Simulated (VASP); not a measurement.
# MgSc2C2 (P-6m2) in VASP: further runs, part 2 of 2

VASP 6.6.1. The steps go on from the part before.

## Step 3: Single point, PBE

This run uses another cell than the first one, of 18.39 Å³/atom, 1.321 times its volume.

Input file INCAR:

```
PREC = Accurate
ENCUT = 520
EDIFF = 1E-6
ISMEAR = 0
SIGMA = 0.1
LREAL = False
LASPH = True
NELM = 100
ALGO = Normal
ISIF = 2
LWAVE = False
LCHARG = False
GGA = PE
NBANDS = 24
```

Input file KPOINTS:

```
Automatic mesh
0
Gamma
  6 6 4
```

Input file POSCAR:

```
MgSc2C2
1.0
    3.7863352800      0.0000000000      0.0000000000
   -1.8931676400      3.2790625400      0.0000000000
    0.0000000000      0.0000000000      7.4040821000
Mg Sc C
1 2 2
Direct
    0.6666666700      0.3333333300      0.0000000000
    0.0000000000      0.0000000000      0.7055339800
    0.0000000000      0.0000000000      0.2944660200
    0.6666666700      0.3333333300      0.5000000000
    0.3333333300      0.6666666700      0.0000000000
```

Potentials or basis: VASP PAW PBE potentials, release 64 (Mg, Sc_sv, C).

Run with:

```console
$ cat potpaw_PBE.64/Mg/POTCAR potpaw_PBE.64/Sc_sv/POTCAR potpaw_PBE.64/C/POTCAR > POTCAR
$ mpirun -np 1 vasp_std > vasp.out
```

OUTCAR:

```text
PREC = Accurate
   ENCUT = 520
   EDIFF = 1E-6
   ISMEAR = 0
   LREAL = False
   LASPH = True
   NELM = 100
   ISIF = 2
   GGA = PE

 ion  position               nearest neighbor table
   1  0.667  0.333  0.000-   5 2.19   5 2.19   5 2.19   2 3.09   3 3.09   2 3.09   3 3.09   2 3.09
                             3 3.09
   2  0.000  0.000  0.706-   4 2.66   4 2.66   4 2.66   3 3.04   1 3.09   1 3.09   1 3.09
   3  0.000  0.000  0.294-   4 2.66   4 2.66   4 2.66   2 3.04   1 3.09   1 3.09   1 3.09
   4  0.667  0.333  0.500-   2 2.66   3 2.66   2 2.66   3 2.66   2 2.66   3 2.66
   5  0.333  0.667  0.000-   1 2.19   1 2.19   1 2.19

  LATTYP: Found a hexagonal cell.
 ALAT       =     3.7863352800
 C/A-ratio  =     1.9554745030

  Lattice vectors:

 A1 = (   3.7863352800,   0.0000000000,   0.0000000000)
 A2 = (  -1.8931676400,   3.2790625400,   0.0000000000)
 A3 = (   0.0000000000,   0.0000000000,   7.4040821000)

Analysis of symmetry for initial positions (statically):
=====================================================================
 Subroutine PRICEL returns:
 Original cell was already a primitive cell.

 Routine SETGRP: Setting up the symmetry group for a
 hexagonal supercell.

 Subroutine GETGRP returns: Found 12 space group operations
 (whereof 12 operations were pure point group operations)
 out of a pool of 24 trial point group operations.

The static configuration has the point symmetry D_3h.

Analysis of symmetry for dynamics (positions and initial velocities):
=====================================================================
 Subroutine PRICEL returns:
 Original cell was already a primitive cell.

 Routine SETGRP: Setting up the symmetry group for a
 hexagonal supercell.

 Subroutine GETGRP returns: Found 12 space group operations
 (whereof 12 operations were pure point group operations)
 out of a pool of 24 trial point group operations.

The dynamic configuration has the point symmetry D_3h.

 Subroutine INISYM returns: Found 12 space group operations
 (whereof 12 operations are pure point group operations),
 and found     1 'primitive' translations

----------------------------------------------------------------------------------------

                                     Primitive cell

  volume of cell :      91.9263

  direct lattice vectors                    reciprocal lattice vectors
     3.786335280  0.000000000  0.000000000     0.264107620  0.152482606  0.000000000
    -1.893167640  3.279062540  0.000000000     0.000000000  0.304965211  0.000000000
     0.000000000  0.000000000  7.404082100     0.000000000  0.000000000  0.135060631

  length of vectors
     3.786335280  3.786335280  7.404082100     0.304965211  0.304965211  0.135060631

  position of ions in fractional coordinates (direct lattice)
     0.666666670  0.333333330  0.000000000
     0.000000000  0.000000000  0.705533980
     0.000000000  0.000000000  0.294466020
     0.666666670  0.333333330  0.500000000
     0.333333330  0.666666670  0.000000000

  ion indices of the primitive-cell ions
   primitive index   ion index
                 1           1
                 2           2
                 3           3
[... 25 lines left out ...]
 ===========================================

 Found     21 irreducible k-points:

 Following reciprocal coordinates:
            Coordinates               Weight
  0.000000  0.000000  0.000000      1.000000
  0.166667 -0.000000  0.000000      6.000000
  0.333333  0.000000  0.000000      6.000000
  0.500000  0.000000  0.000000      3.000000
  0.166667  0.166667  0.000000      6.000000
  0.333333  0.166667  0.000000     12.000000
[... 13 lines left out ...]
  0.333333  0.166667  0.500000     12.000000
  0.333333  0.333333  0.500000      2.000000
   k-points           NKPTS =     21   k-points in BZ     NKDIM =     21   number of bands    NBANDS=     24
   number of dos      NEDOS =    301   number of ions     NIONS =      5
   total plane-waves  NPLWV =  43904
   dimension x,y,z NGX =    28 NGY =   28 NGZ =   56
   dimension x,y,z NGXF=    56 NGYF=   56 NGZF=  112
   ions per type =               1   2   2
   NGX,Y,Z   is equivalent  to a cutoff of  12.29, 12.29, 12.57 a.u.
   NGXF,Y,Z  is equivalent  to a cutoff of  24.59, 24.59, 25.15 a.u.
 SYSTEM =  unknown system
   PREC   = accura    normal or accurate (medium, high low for compatibility)
   ISTART =      0    job   : 0-new  1-cont  2-samecut
   ICHARG =      2    charge: 1-file 2-atom 10-const
   ISPIN  =      1    spin polarized calculation?
   LNONCOLLINEAR =      F non collinear calculations
   LSORBIT =      F    spin-orbit coupling
   LASPH  =      T    aspherical Exc in radial PAW
   ENCUT  =  520.0 eV  38.22 Ry    6.18 a.u.   7.04  7.04 13.77*2*pi/ulx,y,z
   NELM   =    100;   NELMIN=  2; NELMDL= -5     # of ELM steps
   EDIFF  = 0.1E-05   stopping-criterion for ELM
   LREAL  =      F    real-space projection
   EDIFFG = 0.1E-04   stopping-criterion for IOM
   NSW    =      0    number of steps for IOM
   IBRION =     -1    ionic relax: 0-MD 1-quasi-New 2-CG
   NFREE  =      0    steps in history (QN), initial steepest desc. (CG)
   ISIF   =      2    stress and relaxation
   ISYM   =      2    0-nonsym 1-usesym 2-fastsym
   POTIM  = 0.5000    time-step for ionic-motion
   TEBEG  =    0.0;   TEEND  =   0.0 temperature during run
   PSTRESS=    0.0 pullay stress
   NELECT =      32.0000    total number of electrons
   NUPDOWN=      -1.0000    fix difference up-down
   EMIN   =  10.00;   EMAX   =-10.00  energy-range for DOS
   EFERMI =   0.00;   METHOD = LEGACY
   ISMEAR =     0;   SIGMA  =   0.10  broadening in eV -4-tet -1-fermi 0-gaus
   EFERMI_NEDOS =   21; number of points for ismear=-14 and -15
   IALGO  =     38    algorithm
   IMIX   =      4    mixing-type and parameters
     AMIX     =   0.40;   BMIX     =  1.00
     AMIX_MAG =   1.60;   BMIX_MAG =  1.00
  volume/ion in A,a.u.               =      18.39       124.07
  Fermi-wavevector in a.u.,A,eV,Ry     =   1.151626  2.176258 18.044627  1.326243
  Thomas-Fermi vector in A             =   2.288283
   LORBIT       =      0    0 simple, 1 ext, 2 COOP (PROOUT), +10 PAW based schemes
   GGA     = PE    functional components
   LHFCALC =     F    Hartree Fock is set to
   AEXX    =    0.0000 exact exchange contribution
   IVDW    =     0    specifies the selected vdW correction
   LEPSILON=     F    determine dielectric tensor
   LRPA    =     F    only Hartree local field effects (RPA)
 non-spin polarized calculation
 Gauss-broadening in eV      SIGMA  =   0.10
  energy-cutoff  :      520.00
  volume of cell :       91.93
 maximum number of plane-waves:      2493
   NGX = 15   NGY = 15   NGZ = 27

 number of electron      31.9999997 magnetization

 Free energy of the ion-electron system (eV)
  ---------------------------------------------------
  ext. energy  EPLUGINS =         0.00000000
  ---------------------------------------------------
  free energy    TOTEN  =       -30.04794456 eV

  energy without entropy =      -30.04197630  energy(sigma->0) =      -30.04496043

 E-fermi :   3.0322     XC(G=0):  -9.6181

 val. band max:        3.0092824959   @ k =   0.0000   0.0000   0.2500
 cond. band min:       3.0446080334   @ k =   0.5000   0.0000   0.0000
 fundamental gap:      0.0353255375
 Fermi energy:         3.0322049525

 k-point     1 :       0.0000    0.0000    0.0000
  band No.  band energies     occupation
      1     -47.2270      2.00000
      2     -47.2062      2.00000
      3     -25.8867      2.00000
      4     -25.7701      2.00000
      5     -25.7701      2.00000
      6     -25.7505      2.00000
[... 556 lines left out ...]
     23       5.5441      0.00000
     24       5.7022      0.00000

------------------------ aborting loop because EDIFF is reached ----------------------------------------

  FORCE on cell =-STRESS in cart. coord.  units (eV):
  Direction    XX          YY          ZZ          XY          YZ          ZX
  --------------------------------------------------------------------------------------
  -------------------------------------------------------------------------------------
  Total       -8.8502670     -8.8502670    -12.4787517      0.0000000     -0.0000000      0.0000000
  in kB     -154.2506346   -154.2506347   -217.4912207      0.0000000     -0.0000000      0.0000000
  external PRESSURE =    -175.3308300 kB  Pullay stress =       0.0000000 kB

 VOLUME and BASIS-vectors are now :
 -----------------------------------------------------------------------------
  energy-cutoff  :      520.00
  volume of cell :       91.93
      direct lattice vectors                 reciprocal lattice vectors
     3.786335280  0.000000000  0.000000000     0.264107620  0.152482606  0.000000000
    -1.893167640  3.279062540  0.000000000     0.000000000  0.304965211  0.000000000
     0.000000000  0.000000000  7.404082100     0.000000000  0.000000000  0.135060631

 POSITION                                       TOTAL-FORCE (eV/Angst)
 -----------------------------------------------------------------------------------
      1.89317      1.09302      0.00000         0.000000     -0.000000      0.000000
      0.00000      0.00000      5.22383        -0.000000      0.000000     -1.348197
      0.00000      0.00000      2.18025        -0.000000      0.000000      1.348197
      1.89317      1.09302      3.70204         0.000000     -0.000000      0.000000
     -0.00000      2.18604      0.00000         0.000000     -0.000000      0.000000
 -----------------------------------------------------------------------------------
    total drift:                                0.000001     -0.000000      0.000000

  FREE ENERGIE OF THE ION-ELECTRON SYSTEM (eV)
  ---------------------------------------------------
  free  energy   TOTEN  =       -30.0479445636 eV

  energy  without entropy=      -30.0419762970  energy(sigma->0) =      -30.04496043
```

OSZICAR:

```text
N       E                     dE             d eps       ncg     rms          rms(c)
DAV:   1     0.427976579785E+03    0.42798E+03   -0.14250E+04  1016   0.129E+03
DAV:   2    -0.665673460375E+00   -0.42864E+03   -0.41853E+03  1296   0.485E+02
DAV:   3    -0.391135708601E+02   -0.38448E+02   -0.36683E+02  1832   0.156E+02
DAV:   4    -0.405526155301E+02   -0.14390E+01   -0.14308E+01  1672   0.234E+01
DAV:   5    -0.405752902283E+02   -0.22675E-01   -0.22659E-01  1528   0.375E+00    0.150E+01
DAV:   6    -0.312456780730E+02    0.93296E+01   -0.73438E+01  1672   0.429E+01    0.837E+00
DAV:   7    -0.303635863932E+02    0.88209E+00   -0.10979E+01  1792   0.242E+01    0.363E+00
DAV:   8    -0.302103222083E+02    0.15326E+00   -0.49322E-01  1536   0.437E+00    0.258E+00
DAV:   9    -0.301042019435E+02    0.10612E+00   -0.14287E+00  1648   0.913E+00    0.169E+00
DAV:  10    -0.300499671428E+02    0.54235E-01   -0.25957E-01  1648   0.398E+00    0.418E-01
DAV:  11    -0.300523406654E+02   -0.23735E-02   -0.29331E-02  1752   0.102E+00    0.403E-01
DAV:  12    -0.300484089073E+02    0.39318E-02   -0.16385E-02  1488   0.105E+00    0.154E-01
DAV:  13    -0.300494153056E+02   -0.10064E-02   -0.15366E-02  1680   0.721E-01    0.232E-01
DAV:  14    -0.300479373063E+02    0.14780E-02   -0.71967E-03  1680   0.587E-01    0.215E-02
DAV:  15    -0.300479489154E+02   -0.11609E-04   -0.24674E-04  1536   0.107E-01    0.143E-02
DAV:  16    -0.300479449998E+02    0.39156E-05   -0.13789E-05  1560   0.377E-02    0.604E-03
DAV:  17    -0.300479445636E+02    0.43623E-06   -0.30298E-06  1352   0.120E-02
   1 F= -.30047945E+02 E0= -.30044960E+02  d E =-.596827E-02
```

It took 38 s on 1 thread of Intel Xeon 6975P-C (Granite Rapids), shared host; peak memory 0.21 GiB.

What came out:

| Property | Result |
| --- | --- |
| Free energy | -30.0479 eV |
| Pressure | -17.5 GPa |
| Largest force | 1.348 eV/Å |
| Band gap on the k mesh | zero (band 16 reaches 3.29 eV, above the bottom of band 17 at 3.04 eV) |

Forces on the atoms (eV/Å):
```
Mg   0.000  0.000  0.000
Sc   0.000  0.000 -1.348
Sc   0.000  0.000  1.348
C    0.000  0.000  0.000
C    0.000  0.000  0.000
```

Stress tensor (GPa, compression positive):
```
-15.43   0.00   0.00
  0.00 -15.43   0.00
  0.00   0.00 -21.75
```

Caveat: forces of over 1 eV/Å act on the atoms, so gaps and moduli don't describe the material at rest.
